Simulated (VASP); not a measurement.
Set up this calculation in VASP 6.6.1, as the native input.

| Quantity | Value |
| --- | --- |
| Task | single point |
| Functional | PBE |
| Potentials or basis | VASP PAW PBE potentials, release 64 (La, O_h) |
| Cutoff | 910 eV |
| k mesh | 8 × 8 × 8 |
| Occupations | gaussian, width 0.1 eV |
| Spin | no spin polarisation |
| Dipole correction | no |
| Further INCAR settings | ALGO = Normal; EDIFF = 1e-06; NBANDS = 32 |

The structure of LaO6 lies in POSCAR:

```
LaO6
1.0
    4.6930219053      0.0000000000      0.0000000000
    0.0000000000      4.6930219053      0.0000000000
    0.0000000000      0.0000000000      4.6930219053
La O
1 6
Direct
    0.0000000000      0.0000000000      0.0000000000
    0.8595631389      0.5000000000      0.5000000000
    0.1404368611      0.5000000000      0.5000000000
    0.5000000000      0.5000000000      0.8595631389
    0.5000000000      0.5000000000      0.1404368611
    0.5000000000      0.1404368611      0.5000000000
    0.5000000000      0.8595631389      0.5000000000
```

The cell was built from a structure type or drawn by symmetry, and may not be a known phase.

One way to write it, as run:

INCAR

```
SYSTEM = LaO6
ALGO = Normal ; EDIFF = 1E-6
ENCUT = 910 ; GGA = PE
GGA_COMPAT = .FALSE. ; ISIF = 2
ISMEAR = 0 ; LASPH = .TRUE.
LCHARG = .FALSE. ; LMAXMIX = 6
LREAL = .FALSE. ; LWAVE = .FALSE.
NBANDS = 32 ; NELM = 200
PREC = Accurate ; SIGMA = 0.1
```

KPOINTS

```
k-points
0
G
  8 8 8
  0 0 0
```

Potentials or basis: VASP PAW PBE potentials, release 64 (La, O_h).

The run is started by

```bash
$ cat potpaw_PBE.64/La/POTCAR potpaw_PBE.64/O_h/POTCAR > POTCAR
$ mpirun -np 1 vasp_std > vasp.out
```

It gave:

The pressure is -0.5 GPa and the largest force is 0.008 eV/Å. The band gap on the k mesh is zero (an odd number of electrons rules out a gap without spin polarisation).

Caveat: the cutoff is under 1.25 times the usual one of these potentials, so pressure, stress and relaxed cells hold a basis-set (Pulay) error; spin-orbit coupling is left out, which moves the levels of the heavy elements; an odd number of electrons without spin polarisation forces a metal; a magnetic or distorted state may lie lower.

Wall time 6.4 min on 1 thread of AMD EPYC 9R45 96-Core Processor (Zen 5), with other jobs on the host, peak memory 0.48 GiB.
